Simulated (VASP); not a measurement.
Write the native input for VASP 6.6.1 that does the following.

* Task: single point
* Functional: LDA
* Potentials or basis: VASP PAW LDA potentials, release 64 (Pt, Se)
* Cutoff: 520 eV
* k mesh: 6 × 6 × 4
* Occupations: gaussian, width 0.1 eV
* Spin: no spin polarisation
* Dipole correction: no
* Further INCAR settings: ALGO = Normal; EDIFF = 1e-06; NBANDS = 18

The structure of PtSe2 (Sudovikovite) lies in POSCAR:

```
PtSe2
1.0
    3.7240000000      0.0000000000      0.0000000000
   -1.8620000000      3.2250786037      0.0000000000
    0.0000000000      0.0000000000      5.0620000000
Pt Se
1 2
Direct
    0.0000000000      0.0000000000      0.0000000000
    0.3333333333      0.6666666667      0.2500000000
    0.6666666667      0.3333333333      0.7500000000
```

One way to write it, as run:

INCAR

```
PREC     = Accurate       # precision mode
ENCUT    = 520            # plane-wave cutoff, eV
EDIFF    = 1E-6           # SCF threshold, eV
ISMEAR   = 0              # smearing method
SIGMA    = 0.1            # smearing width, eV
LREAL    = F              # projectors in reciprocal space
LASPH    = T              # aspherical terms in the spheres
NELM     = 80             # most SCF steps
ALGO     = Normal         # electronic algorithm
ISIF     = 2              # what is computed and relaxed
LWAVE    = F              # write WAVECAR
LCHARG   = T              # write CHGCAR
LELF     = T              # ELF
LVHAR    = T            
NBANDS   = 18             # bands
```

KPOINTS

```
Automatic mesh
0
Gamma
  6 6 4
```

Potentials or basis: VASP PAW LDA potentials, release 64 (Pt, Se).

Command:

```bash
$ cat potpaw_LDA.64/Pt/POTCAR potpaw_LDA.64/Se/POTCAR > POTCAR
$ mpirun -np 1 vasp_std > vasp.out
```

It gave:

* Pressure: -0.1 GPa
* Largest force: 0.243 eV/Å
* Band gap on the k mesh: zero (band 11 reaches 6.91 eV, above the bottom of band 12 at 6.48 eV)

Caveat: spin-orbit coupling is left out, which moves the levels of the heavy elements.

Wall time 20 s on 1 thread of Intel Xeon 6975P-C (shared host), peak memory 0.17 GiB.
